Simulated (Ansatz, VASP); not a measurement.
**C: VASP beside Ansatz**

Contents of INCAR:

```
PREC = Accurate ; ENCUT = 910
EDIFF = 1E-7 ; ISMEAR = 0
SIGMA = 0.05 ; LREAL = F
LASPH = T ; NELM = 120
ALGO = Normal ; ISIF = 3
LWAVE = F ; LCHARG = F
GGA = PS ; IBRION = 2
NSW = 80 ; EDIFFG = -0.01
GGA_COMPAT = F ; NELMIN = 4
```

KPOINTS

```
regular mesh
0
Gamma
  24 24 8
```

Contents of POSCAR:

```
C
1.0
    2.4600000000      0.0000000000      0.0000000000
   -1.2300000000      2.1304224933      0.0000000000
    0.0000000000      0.0000000000      6.7000000000
C
4
Direct
    0.0000000000      0.0000000000      0.2500000000
    0.3333333333      0.6666666667      0.2500000000
    0.0000000000      0.0000000000      0.7500000000
    0.6666666667      0.3333333333      0.7500000000
```

Input for Ansatz:

```yaml
crystal:
  lattice:
    - [2.46, 0.0, 0.0]
    - [-1.23, 2.1304224933, 0.0]
    - [0.0, 0.0, 6.7]
  atoms:
    - { symbol: C, position: [0.0, 0.0, 0.25] }
    - { symbol: C, position: [0.3333333333, 0.6666666667, 0.25] }
    - { symbol: C, position: [0.0, 0.0, 0.75] }
    - { symbol: C, position: [0.6666666667, 0.3333333333, 0.75] }
scf:
  occupations: { method: gaussian, width: 0.05 }
output:
  forces: true
  stress: true
  eigenvalues: true
  write_density: true
  write_potential: true
  elf: true
  volumetric_format: npy
kpoints:
  mp_grid: { grid: [24, 24, 8] }
hamiltonian:
  xc: pbesol
relax:
  f_tol: 0.01
  adjacent_minimum: "off"
  cell: { stress_tol: 0.05 }
```

Alike in both runs: task relaxation of cell and atoms; functional PBEsol; k mesh 24 × 24 × 8; occupations gaussian, width 0.05 eV; no spin polarisation.

|  | VASP | Ansatz |
| --- | --- | --- |
| version | VASP 6.6.1 | Ansatz 0.2.0 |
| potentials or method | VASP PAW PBE potentials, release 64 (C_h) | scalar-relativistic, plane waves, PAW |
| plane-wave cutoff (eV) | 910 | 420 |
| valence electrons in the cell | 16 | 16 |

|  | VASP | Ansatz | Ansatz less VASP |
| --- | --- | --- | --- |
| gap on the k mesh at the Fermi level, each at its own relaxed structure (eV) | none | none | - |
| relaxed volume (Å³/atom) | 9.13 | 9.48 | +0.351 |
| relaxed length of the cell vector where the two differ most in proportion (Å) | 6.972 | 7.242 | +0.2695 |

VASP's potentials were made for PBE, not for PBEsol. A gap of «none» marks a metal or a gap that the smearing closes.

Noted on VASP's run: the cutoff is under 1.25 times that of the potentials, so the pressure is a little rough.
